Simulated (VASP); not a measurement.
A run of VASP 6.6.1:

INCAR

```
SYSTEM = GeN
ALGO = Normal ; EDIFF = 1E-7
EDIFFG = -0.01 ; ENCUT = 600
GGA = PE ; IBRION = 2
ISIF = 3 ; ISMEAR = 0
LASPH = .True. ; LCHARG = .False.
LREAL = .False. ; LWAVE = .False.
NELM = 100 ; NSW = 80
PREC = Accurate ; SIGMA = 0.1
```

Contents of KPOINTS:

```
k-points
0
Gamma
  18 18 10
  0 0 0
```

POSCAR

```
GeN
1.0
    2.6458703239      0.0000000000      0.0000000000
   -1.3229351619      2.2913909156      0.0000000000
    0.0000000000      0.0000000000      4.4895123846
N Ge
1 1
Direct
    0.0000000000      0.0000000000      0.5000000000
    0.6666666667      0.3333333333      0.0000000000
```

Potentials or basis: VASP PAW PBE potentials, release 64 (N, Ge_d).

The run is started by

```sh
$ cat potpaw_PBE.64/N/POTCAR potpaw_PBE.64/Ge_d/POTCAR > POTCAR
$ mpirun -np 1 vasp_std > vasp.out
```

Hardware: 1 thread of Intel Xeon 8259CL, with other jobs on the host.

**Question.** How long does it take, and how much memory?

**Answer.** It took 17 min on 1 thread of Intel Xeon 8259CL, with other jobs on the host, peak memory 0.27 GiB. Counts: scf iterations 133, k points 222, ion steps 15.
